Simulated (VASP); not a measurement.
Ca3H2:

```
Ca H
1.0
     4.46269    0.00000    0.00000
    -2.23135    3.86480    0.00000
     0.00000    0.00000    5.38829
Ca H
3 2
Cartesian
  0.0000 0.0000 0.0000
  0.0000 2.5765 3.3677
  2.2313 1.2883 2.0206
  0.0000 2.5765 0.7436
  2.2313 1.2883 4.6447
```

| Item | Value |
| --- | --- |
| Program | VASP 6.6.1 |
| Task | relaxation of cell and atoms |
| Functional | PBE |
| Potentials or basis | VASP PAW PBE potentials, release 64 (Ca_sv, H) |
| Cutoff | 600 eV |
| k mesh | 6 × 6 × 4 |
| Occupations | gaussian, width 0.1 eV |
| Spin | no spin polarisation |

At the start: pressure 5.3 GPa; volume 18.59 Å³/atom.

**Question.** How do energy, volume and symmetry change on relaxing?

**Answer.** Over 24 steps the energy falls by 198.6 meV/atom and the volume is 24.03 Å³/atom (+29.3 %); space group P-3m1 (No. 164, to 0.1 Å) before and after.

The path:
```
step  energy change (eV)  largest force (eV/Å)  pressure (GPa)  volume (Å³)
   1              0.0000                0.7389            5.32        92.93
   2             -0.2925                0.6009            2.65       101.47
   3             -0.4772                0.3832           -0.56       116.29
   4             -0.4784                0.3679           -0.76       117.48
   5             -0.5326                0.2912           -0.66       116.41
   6             -0.6871                0.0337           -0.16       112.93
   7             -0.5316                1.5819            3.62       104.74
   8             -0.7412                0.1187            0.27       111.21
   9             -0.7455                0.6929            1.62       107.78
  10             -0.7654                0.3206            0.76       109.73
  11             -0.8170                0.4541            0.83       110.62
  12             -0.8647                0.8357            1.63       112.33
  13             -0.8712                0.7366            1.33       112.01
  14             -0.9261                0.5773            1.00       114.39
  15             -0.9552                0.1696            0.71       121.35
  16             -0.9697                0.2314            0.68       118.79
  17             -0.9697                0.2115            0.68       119.00
  18             -0.9813                0.1680            0.31       119.94
  19             -0.9860                0.1172           -0.13       121.17
  20             -0.9860                0.1216           -0.10       121.06
  21             -0.9874                0.0859           -0.06       120.86
  22             -0.9889                0.0962            0.03       120.37
  23             -0.9901                0.0822            0.05       120.32
  24             -0.9928                0.0394            0.12       120.16
```

Final structure:
```cif
data_structure
_symmetry_space_group_name_H-M 'P 1'
_symmetry_Int_Tables_number 1
_cell_length_a 5.5916
_cell_length_b 5.5916
_cell_length_c 4.4378
_cell_angle_alpha 90.000
_cell_angle_beta 90.000
_cell_angle_gamma 120.000
_cell_volume 120.16
loop_
_atom_site_label
_atom_site_type_symbol
_atom_site_fract_x
_atom_site_fract_y
_atom_site_fract_z
_atom_site_occupancy
Ca1 Ca 0.00000 0.00000 0.00000 1
Ca2 Ca 0.33333 0.66667 0.65837 1
Ca3 Ca 0.66667 0.33333 0.34163 1
H1 H 0.33333 0.66667 0.15729 1
H2 H 0.66667 0.33333 0.84271 1
```

Caveat: the volume moved by over 15 % at a fixed basis, so the end points are rough.
